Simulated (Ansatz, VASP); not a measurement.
## One calculation of ZnS, two programs

File INCAR:

```
PREC = Accurate
ENCUT = 520
EDIFF = 1E-6
ISMEAR = 0
SIGMA = 0.02
LREAL = False
LASPH = True
NELM = 100
ALGO = Normal
ISIF = 2
LWAVE = False
LCHARG = False
GGA = PE
NBANDS = 26
```

KPOINTS

```
regular mesh
0
Gamma
  12 12 6
```

File POSCAR:

```
ZnS
1.0
    3.8454929863      0.0000000000      0.0000000000
   -1.9227464932      3.3302946162      0.0000000000
    0.0000000000      0.0000000000      6.3053333123
Zn S
2 2
Direct
    0.3333333333      0.6666666667      0.0052197902
    0.6666666667      0.3333333333      0.5052197902
    0.3333333333      0.6666666667      0.3797802098
    0.6666666667      0.3333333333      0.8797802098
```

Input for Ansatz:

```yaml
crystal:
  lattice:
    - [3.8454929892, 0.0, 0.0]
    - [-1.9227464946, 3.3302946188, 0.0]
    - [0.0, 0.0, 6.3053333033]
  atoms:
    - { symbol: Zn, position: [0.3333333333, 0.6666666667, 0.00521979] }
    - { symbol: Zn, position: [0.6666666667, 0.3333333333, 0.50521979] }
    - { symbol: S, position: [0.3333333333, 0.6666666667, 0.37978021] }
    - { symbol: S, position: [0.6666666667, 0.3333333333, 0.87978021] }
basis:
  ecutwfc: 420
kpoints:
  mp_grid: { grid: [12, 12, 6] }
  band_path: { path: [VBM, CBM], npoints: 2 }
hamiltonian:
  xc: pbe
scf:
  occupations: { method: gaussian, width: 0.02 }
output:
  forces: true
  stress: true
  eigenvalues: true
```

Alike in both runs: task single point; functional PBE; k mesh 12 × 12 × 6; occupations gaussian, width 0.02 eV; no spin polarisation.

|  | VASP | Ansatz |
| --- | --- | --- |
| version | VASP 6.6.1 | Ansatz 0.2.0 |
| potentials or method | VASP PAW PBE potentials, release 64 (Zn, S), cutoff 520 eV | scalar-relativistic, plane waves, PAW |
| valence electrons in the cell | 36 | 36 |

Ansatz gave:

```
gap on the k mesh at the Fermi level (eV) : 2.08
least direct gap on the mesh (eV)         : 2.08
pressure (GPa)                            : 0.0
```

Task: Estimate VASP's values.

Result: gap on the k mesh at the Fermi level (eV): 2.08; least direct gap on the mesh (eV): 2.08; pressure (GPa): 0.1.

With one functional, cell and mesh, what is left measures potentials, basis and numerics.
